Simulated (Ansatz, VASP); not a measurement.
# Ir: VASP beside Ansatz

INCAR

```
SYSTEM = Ir
ALGO = Normal
EDIFF = 1E-6
ENCUT = 520
GGA = PE
ISIF = 2
ISMEAR = -1
LASPH = .True.
LCHARG = .False.
LREAL = .False.
LWAVE = .False.
NBANDS = 10
NELM = 100
PREC = Accurate
SIGMA = 0.05
```

The input KPOINTS:

```
k-points
0
Gamma
  16 16 15
  0 0 0
```

POSCAR

```
Ir
1.0
    2.6573072958      0.0000000000      0.0000000000
   -1.3286536479      2.3012956238      0.0000000000
    0.0000000000      0.0000000000      2.5973533372
Ir
1
Direct
    0.0000000000      0.0000000000      0.0000000000
```

Input for Ansatz:

```yaml
crystal:
  lattice:
    - [2.6573072958, 0.0, 0.0]
    - [-1.3286536479, 2.3012956238, 0.0]
    - [0.0, 0.0, 2.5973533372]
  atoms:
    - { symbol: Ir, position: [0.0, 0.0, 0.0] }
kpoints:
  mp_grid: { grid: [16, 16, 15] }
scf:
  occupations: { method: fermi_dirac, width: 0.05 }
hamiltonian:
  xc: pbe
  pseudopotentials: { kind: nc }
output:
  forces: true
  stress: true
  eigenvalues: true
```

Change from the starting cell: volume scaled by 1, norm-conserving files.

Alike in both runs: task single point; functional PBE; k mesh 16 × 16 × 15; occupations fermi-dirac, width 0.05 eV; no spin polarisation.

|  | VASP | Ansatz |
| --- | --- | --- |
| version | VASP 6.6.1 | Ansatz 0.2.0 |
| potentials or method | VASP PAW PBE potentials, release 64 (Ir) | norm-conserving pseudopotentials, scalar-relativistic |
| plane-wave cutoff (eV) | 520 | 925 |
| valence electrons in the cell | 9 | 17 |

|  | VASP | Ansatz | Ansatz less VASP |
| --- | --- | --- | --- |
| pressure (GPa) | 0.2 | 0.1 | -0.11 |
| traceless stress, the component that is largest in VASP (GPa) | -0.12 | -0.03 | +0.092 |

The functional is the same, so the differences come from potentials, cutoffs and numerics. VASP's potentials hold 9 valence electrons a cell and Ansatz's 17, so a difference there can come from the potentials and not from the codes.

Spin-orbit coupling is off throughout.
